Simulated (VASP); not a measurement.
# BiTe (R-3m) in VASP: a series of runs

The runs below take BiTe through single point, with PBEsol.

All numbers are computed with VASP 6.6.1; they aren't measurements. Logs are shortened: lines on timing, memory, paths and dates and some standing lists are left out, and cuts for length are marked.

### 1 The cell of the first run

It takes space group R-3m (No. 166, trigonal). Conventional cell: a = 4.833 Å, b = 4.833 Å, c = 10.016 Å, α = 90.00°, β = 90.00°, γ = 120.00°. Within 4.4 Å of Bi (site symmetry -3m) lie 6 Te at 3.25 Å and 6 Bi at 4.35 Å. Within 4.4 Å of Te (site symmetry -3m) lie 6 Bi at 3.25 Å and 6 Te at 4.35 Å.

### 2 Single point, PBEsol (33.77 Å³/atom)

File INCAR:

```
  ALGO = Normal
  EDIFF = 1E-6
  ENCUT = 520
  GGA = PS
  ISIF = 2
  ISMEAR = 0
  LASPH = True
  LCHARG = False
  LREAL = False
  LWAVE = False
  NBANDS = 18
  NELM = 60
  PREC = Accurate
  SIGMA = 0.1
```

File KPOINTS:

```
k-points
0
Gamma
  12 12 12
```

File POSCAR:

```
BiTe
1.0
    2.4164451682      1.3951352683      3.3387787099
   -2.4164451682      1.3951352683      3.3387787099
    0.0000000000     -2.7902705366      3.3387787100
Bi Te
1 1
Direct
    0.5000000000      0.5000000000      0.5000000000
    0.0000000000      0.0000000000      0.0000000000
```

Potentials or basis: VASP PAW PBE potentials, release 64 (Bi_d, Te).

On the command line:

```sh
$ cat potpaw_PBE.64/Bi_d/POTCAR potpaw_PBE.64/Te/POTCAR > POTCAR
$ mpirun -np 1 vasp_std > vasp.out
```

OUTCAR:

```text
EDIFF = 1E-6
   ENCUT = 520
   GGA = PS
   ISIF = 2
   ISMEAR = 0
   LASPH = True
   LREAL = False
   NELM = 60
   PREC = Accurate

 ion  position               nearest neighbor table
   1  0.500  0.500  0.500-   2 3.25   2 3.25   2 3.25   2 3.25   2 3.25   2 3.25
   2  0.000  0.000  0.000-   1 3.25   1 3.25   1 3.25   1 3.25   1 3.25   1 3.25

  LATTYP: Found a trigonal (rhomboedric) cell.
 ALAT       =     4.3512128127
 COS(alpha) =     0.3831731978

  Lattice vectors:

 A1 = (   2.4164451682,   1.3951352683,   3.3387787099)
 A2 = (  -2.4164451682,   1.3951352683,   3.3387787099)
 A3 = (   0.0000000000,  -2.7902705366,   3.3387787100)

Analysis of symmetry for initial positions (statically):
=====================================================================
 Subroutine PRICEL returns:
 Original cell was already a primitive cell.

 Routine SETGRP: Setting up the symmetry group for a
 trigonal (rhombohedral) supercell.

 Subroutine GETGRP returns: Found 12 space group operations
 (whereof 12 operations were pure point group operations)
 out of a pool of 12 trial point group operations.

The static configuration has the point symmetry D_3d.

Analysis of symmetry for dynamics (positions and initial velocities):
=====================================================================
 Subroutine PRICEL returns:
 Original cell was already a primitive cell.

 Routine SETGRP: Setting up the symmetry group for a
 trigonal (rhombohedral) supercell.

 Subroutine GETGRP returns: Found 12 space group operations
 (whereof 12 operations were pure point group operations)
 out of a pool of 12 trial point group operations.

The dynamic configuration has the point symmetry D_3d.

 Subroutine INISYM returns: Found 12 space group operations
 (whereof 12 operations are pure point group operations),
 and found     1 'primitive' translations

----------------------------------------------------------------------------------------

                                     Primitive cell

  volume of cell :      67.5355

  direct lattice vectors                    reciprocal lattice vectors
     2.416445168  1.395135268  3.338778710     0.206915516  0.119462729  0.099836905
    -2.416445168  1.395135268  3.338778710    -0.206915516  0.119462729  0.099836905
     0.000000000 -2.790270537  3.338778710     0.000000000 -0.238925458  0.099836905

  length of vectors
     4.351212813  4.351212813  4.351212813     0.258945520  0.258945520  0.258945520

  position of ions in fractional coordinates (direct lattice)
     0.500000000  0.500000000  0.500000000
     0.000000000  0.000000000  0.000000000

  ion indices of the primitive-cell ions
   primitive index   ion index
                 1           1
                 2           2

----------------------------------------------------------------------------------------

 KPOINTS: k-points

Automatic generation of k-mesh.
 Grid dimensions read from file:
 generate k-points for:   12   12   12

 Generating k-lattice:

  Cartesian coordinates                     Fractional coordinates (reciprocal lattice)
     0.017242960  0.009955227  0.008319742     0.083333333 -0.000000000  0.000000000
    -0.017242960  0.009955227  0.008319742    -0.000000000  0.083333333  0.000000000
     0.000000000 -0.019910455  0.008319742     0.000000000  0.000000000  0.083333333

  Length of vectors
     0.021578793  0.021578793  0.021578793

  Shift w.r.t. Gamma in fractional coordinates (k-lattice)
     0.000000000  0.000000000  0.000000000

 Subroutine IBZKPT returns following result:
 ===========================================

 Found    189 irreducible k-points:

 Following reciprocal coordinates:
            Coordinates               Weight
  0.000000  0.000000  0.000000      1.000000
  0.083333  0.000000  0.000000      6.000000
  0.166667 -0.000000  0.000000      6.000000
  0.250000 -0.000000  0.000000      6.000000
  0.333333 -0.000000 -0.000000      6.000000
  0.416667 -0.000000  0.000000      6.000000
[... 16 lines left out ...]
  0.500000  0.166667  0.000000     12.000000
 -0.416667  0.166667 -0.000000     12.000000
 [... further k-points ...]
   k-points           NKPTS =    189   k-points in BZ     NKDIM =    189   number of bands    NBANDS=     18
   number of dos      NEDOS =    301   number of ions     NIONS =      2
   total plane-waves  NPLWV =  32768
   dimension x,y,z NGX =    32 NGY =   32 NGZ =   32
   dimension x,y,z NGXF=    64 NGYF=   64 NGZF=   64
   ions per type =               1   1
   NGX,Y,Z   is equivalent  to a cutoff of  12.23, 12.23, 12.23 a.u.
   NGXF,Y,Z  is equivalent  to a cutoff of  24.45, 24.45, 24.45 a.u.
 SYSTEM =  unknown system
   PREC   = accura    normal or accurate (medium, high low for compatibility)
   ISTART =      0    job   : 0-new  1-cont  2-samecut
   ICHARG =      2    charge: 1-file 2-atom 10-const
   ISPIN  =      1    spin polarized calculation?
   LNONCOLLINEAR =      F non collinear calculations
   LSORBIT =      F    spin-orbit coupling
   LASPH  =      T    aspherical Exc in radial PAW
   ENCUT  =  520.0 eV  38.22 Ry    6.18 a.u.   8.09  8.09  8.09*2*pi/ulx,y,z
   NELM   =     60;   NELMIN=  2; NELMDL= -5     # of ELM steps
   EDIFF  = 0.1E-05   stopping-criterion for ELM
   LREAL  =      F    real-space projection
   EDIFFG = 0.1E-04   stopping-criterion for IOM
   NSW    =      0    number of steps for IOM
   IBRION =     -1    ionic relax: 0-MD 1-quasi-New 2-CG
   NFREE  =      0    steps in history (QN), initial steepest desc. (CG)
   ISIF   =      2    stress and relaxation
   ISYM   =      2    0-nonsym 1-usesym 2-fastsym
   POTIM  = 0.5000    time-step for ionic-motion
   TEBEG  =    0.0;   TEEND  =   0.0 temperature during run
   PSTRESS=    0.0 pullay stress
   NELECT =      21.0000    total number of electrons
   NUPDOWN=      -1.0000    fix difference up-down
   EMIN   =  10.00;   EMAX   =-10.00  energy-range for DOS
   EFERMI =   0.00;   METHOD = LEGACY
   ISMEAR =     0;   SIGMA  =   0.10  broadening in eV -4-tet -1-fermi 0-gaus
   EFERMI_NEDOS =   21; number of points for ismear=-14 and -15
   IALGO  =     38    algorithm
   IMIX   =      4    mixing-type and parameters
     AMIX     =   0.40;   BMIX     =  1.00
     AMIX_MAG =   1.60;   BMIX_MAG =  1.00
  volume/ion in A,a.u.               =      33.77       227.88
  Fermi-wavevector in a.u.,A,eV,Ry     =   1.109100  2.095894 16.736553  1.230102
  Thomas-Fermi vector in A             =   2.245635
   LORBIT       =      0    0 simple, 1 ext, 2 COOP (PROOUT), +10 PAW based schemes
   GGA     = PS    functional components
   LHFCALC =     F    Hartree Fock is set to
   AEXX    =    0.0000 exact exchange contribution
   IVDW    =     0    specifies the selected vdW correction
   LEPSILON=     F    determine dielectric tensor
   LRPA    =     F    only Hartree local field effects (RPA)
 non-spin polarized calculation
 Gauss-broadening in eV      SIGMA  =   0.10
  energy-cutoff  :      520.00
  volume of cell :       67.54
 maximum number of plane-waves:      1842
   NGX = 17   NGY = 17   NGZ = 17

 number of electron      20.9999998 magnetization

 Free energy of the ion-electron system (eV)
  ---------------------------------------------------
  ext. energy  EPLUGINS =         0.00000000
  ---------------------------------------------------
  free energy    TOTEN  =        -7.98366426 eV

  energy without entropy =       -7.97677418  energy(sigma->0) =       -7.98021922

 E-fermi :   6.4997     XC(G=0):  -9.6246

 val. band max:        6.4951245987   @ k =   0.2500   0.1667   0.1667
 cond. band min:       6.5074680712   @ k =  -0.2500   0.1667  -0.0000
 fundamental gap:      0.0123434725
 Fermi energy:         6.4996690706

 k-point     1 :       0.0000    0.0000    0.0000
  band No.  band energies     occupation
      1     -16.6292      2.00000
      2     -16.6292      2.00000
      3     -16.6198      2.00000
      4     -16.6198      2.00000
      5     -16.6057      2.00000
      6      -6.9932      2.00000
[... 10 lines left out ...]
     17      13.0000      0.00000
     18      13.3616      0.00000

 k-point     2 :       0.0833    0.0000    0.0000
  band No.  band energies     occupation
      1     -16.6291      2.00000
      2     -16.6290      2.00000
      3     -16.6201      2.00000
      4     -16.6192      2.00000
      5     -16.6055      2.00000
      6      -6.9339      2.00000
[... 10 lines left out ...]
     17      13.0347      0.00000
     18      13.6332      0.00000

 k-point     3 :       0.1667   -0.0000    0.0000
  band No.  band energies     occupation
      1     -16.6291      2.00000
      2     -16.6286      2.00000
      3     -16.6210      2.00000
      4     -16.6179      2.00000
      5     -16.6050      2.00000
      6      -6.7569      2.00000
[... 10 lines left out ...]
     17      13.9324      0.00000
     18      14.4126      0.00000

 k-point     4 :       0.2500   -0.0000    0.0000
  band No.  band energies     occupation
      1     -16.6293      2.00000
      2     -16.6283      2.00000
      3     -16.6221      2.00000
      4     -16.6163      2.00000
      5     -16.6041      2.00000
      6      -6.4654      2.00000
[... 375 lines left out ...]
      4     -16.6124      2.00000
      5     -16.6019      2.00000
      6      -5.7167      2.00000
[... 10 lines left out ...]
     17      15.9099      0.00000
     18      16.1677      0.00000

 k-point    23 :       0.5000    0.1667    0.0000
  band No.  band energies     occupation
      1     -16.6317      2.00000
      2     -16.6287      2.00000
      3     -16.6217      2.00000
      4     -16.6124      2.00000
      5     -16.6012      2.00000
      6      -5.2321      2.00000
[... 10 lines left out ...]
     17      16.2055      0.00000
     18      17.0944      0.00000

 k-point    24 :      -0.4167    0.1667   -0.0000
  band No.  band energies     occupation
      1     -16.6307      2.00000
      2     -16.6292      2.00000
      3     -16.6215      2.00000
      4     -16.6129      2.00000
      5     -16.6016      2.00000
      6      -5.0844      2.00000
[... 10 lines left out ...]
     17      15.5268      0.00000
     18      16.1678      0.00000

 [... further k-points ...]

------------------------ aborting loop because EDIFF is reached ----------------------------------------

  FORCE on cell =-STRESS in cart. coord.  units (eV):
  Direction    XX          YY          ZZ          XY          YZ          ZX
  --------------------------------------------------------------------------------------
  -------------------------------------------------------------------------------------
  Total       -1.0644461     -1.0644461     -1.0569895      0.0000000      0.0000000      0.0000000
  in kB      -25.2523681    -25.2523681    -25.0754707      0.0000000      0.0000000      0.0000000
  external PRESSURE =     -25.1934023 kB  Pullay stress =       0.0000000 kB

 VOLUME and BASIS-vectors are now :
 -----------------------------------------------------------------------------
  energy-cutoff  :      520.00
  volume of cell :       67.54
      direct lattice vectors                 reciprocal lattice vectors
     2.416445168  1.395135268  3.338778710     0.206915516  0.119462729  0.099836905
    -2.416445168  1.395135268  3.338778710    -0.206915516  0.119462729  0.099836905
     0.000000000 -2.790270537  3.338778710     0.000000000 -0.238925458  0.099836905

 POSITION                                       TOTAL-FORCE (eV/Angst)
 -----------------------------------------------------------------------------------
      0.00000      0.00000      5.00817         0.000000     -0.000000     -0.000000
      0.00000      0.00000      0.00000        -0.000000      0.000000      0.000000
 -----------------------------------------------------------------------------------
    total drift:                               -0.000000      0.000000     -0.000000

  FREE ENERGIE OF THE ION-ELECTRON SYSTEM (eV)
  ---------------------------------------------------
  free  energy   TOTEN  =        -7.9836642619 eV

  energy  without entropy=       -7.9767741767  energy(sigma->0) =       -7.98021922
```

Run time: 4.2 min. Hardware: 1 thread of AMD EPYC 7R13, shared host; peak memory 0.32 GiB.

Results:

```yaml
Free_energy: -7.9837 eV
Pressure: -2.5 GPa
Band_gap_on_the_k_mesh: zero (an odd number of electrons rules out a gap without spin polarisation)
```

Levels at points of the mesh, in eV from the Fermi level:
```tsv
k point	band 7	band 8	band 9	band 10	band 11	band 12	band 13	band 14
(0.00, 0.00, 0.00)	-8.28	-2.89	-2.89	-1.63	1.88	2.47	2.47	4.06
(0.50, 0.00, 0.00)	-11.36	-1.85	-1.82	-1.06	-0.98	-0.62	0.25	6.70
(0.50, 0.50, 0.00)	-9.98	-5.62	-4.46	-3.33	2.34	3.10	3.59	4.60
(0.50, 0.50, 0.50)	-10.97	-2.32	-2.32	-2.21	-1.56	-1.24	-1.24	7.87
```

Caveat: the PAW data sets were made with another functional, which shifts forces and pressure a little; spin-orbit coupling is left out, which moves the levels of the heavy elements.

### 3 Single point, PBEsol

This run uses another cell than the first one, of 31.86 Å³/atom.

File INCAR:

```
SYSTEM = BiTe
ALGO = Fast
EDIFF = 1E-6
ENCUT = 520
GGA = PS
ISIF = 2
ISMEAR = 0
LASPH = .True.
LCHARG = .False.
LREAL = .False.
LWAVE = .False.
NBANDS = 18
NELM = 100
PREC = Accurate
SIGMA = 0.15
```

File KPOINTS:

```
k-points
0
Gamma
  18 18 18
  0 0 0
```

File POSCAR:

```
BiTe
1.0
    2.3992465521      1.3852056427      3.1951106400
   -2.3992465521      1.3852056427      3.1951106400
    0.0000000000     -2.7704112854      3.1951106400
Bi Te
1 1
Direct
    0.5000000000      0.5000000000      0.5000000000
    0.0000000000      0.0000000000      0.0000000000
```

Potentials or basis: VASP PAW PBE potentials, release 64 (Bi_d, Te).

On the command line:

```sh
$ cat potpaw_PBE.64/Bi_d/POTCAR potpaw_PBE.64/Te/POTCAR > POTCAR
$ mpirun -np 1 vasp_std > vasp.out
```

Run time: 7.8 min. Hardware: 1 thread of Oxide Virtual Turin-like, shared host; peak memory 0.68 GiB.

Results (log left out):

```yaml
Free_energy: -8.0169 eV
Pressure: 0.0 GPa
Band_gap_on_the_k_mesh: zero (an odd number of electrons rules out a gap without spin polarisation)
```

Levels at points of the mesh, in eV from the Fermi level:
```
           k point  band 6  band 7  band 8  band 9  band 10  band 11  band 12  band 13  band 14  band 15
(0.00, 0.00, 0.00)  -13.84   -8.10   -3.08   -3.08    -1.53     2.03     2.76     2.76     3.87     3.87
(0.50, 0.00, 0.00)  -11.79  -11.55   -1.88   -1.85    -1.02    -0.84    -0.64     0.53     6.60     6.72
(0.50, 0.50, 0.00)  -11.85   -9.96   -5.95   -4.81    -3.33     2.27     3.20     3.82     4.88     8.26
(0.50, 0.50, 0.50)  -11.33  -11.00   -2.52   -2.52    -2.38    -1.77    -1.47    -1.47     8.30     8.91
```

Caveat: the PAW data sets were made with another functional, which shifts forces and pressure a little; spin-orbit coupling is left out, which moves the levels of the heavy elements.

### 4 Single point, PBEsol

This run uses another cell than the first one, of 31.86 Å³/atom.

File INCAR:

```
ALGO = Fast ; EDIFF = 1E-6
ENCUT = 520 ; GGA = PS
ISIF = 2 ; ISMEAR = 0
LASPH = T ; LCHARG = T
LELF = T ; LREAL = F
LVHAR = T ; LWAVE = F
NBANDS = 18 ; NELM = 80
PREC = Accurate ; SIGMA = 0.15
```

File KPOINTS:

```
k-points
0
Gamma
  18 18 18
```

POSCAR is that of step 3.

On the command line:

```sh
$ cat potpaw_PBE.64/Bi_d/POTCAR potpaw_PBE.64/Te/POTCAR > POTCAR
$ mpirun -np 1 vasp_std > vasp.out
```

It took 7.5 min on 1 thread of Oxide Virtual Turin-like, shared host; peak memory 0.67 GiB.

Results (log left out):

* Free energy: -8.0169 eV
* Pressure: 0.0 GPa
* Band gap on the k mesh: zero (an odd number of electrons rules out a gap without spin polarisation)

Levels at points of the mesh, in eV from the Fermi level:
| k point | band 7 | band 8 | band 9 | band 10 | band 11 | band 12 | band 13 | band 14 |
| --- | --- | --- | --- | --- | --- | --- | --- | --- |
| (0.00, 0.00, 0.00) | -8.10 | -3.08 | -3.08 | -1.53 | 2.03 | 2.76 | 2.76 | 3.87 |
| (0.50, 0.00, 0.00) | -11.55 | -1.88 | -1.85 | -1.02 | -0.84 | -0.64 | 0.53 | 6.60 |
| (0.50, 0.50, 0.00) | -9.96 | -5.95 | -4.81 | -3.33 | 2.27 | 3.20 | 3.82 | 4.88 |
| (0.50, 0.50, 0.50) | -11.00 | -2.52 | -2.52 | -2.38 | -1.77 | -1.47 | -1.47 | 8.30 |

Caveat: the PAW data sets were made with another functional, which shifts forces and pressure a little; spin-orbit coupling is left out, which moves the levels of the heavy elements.
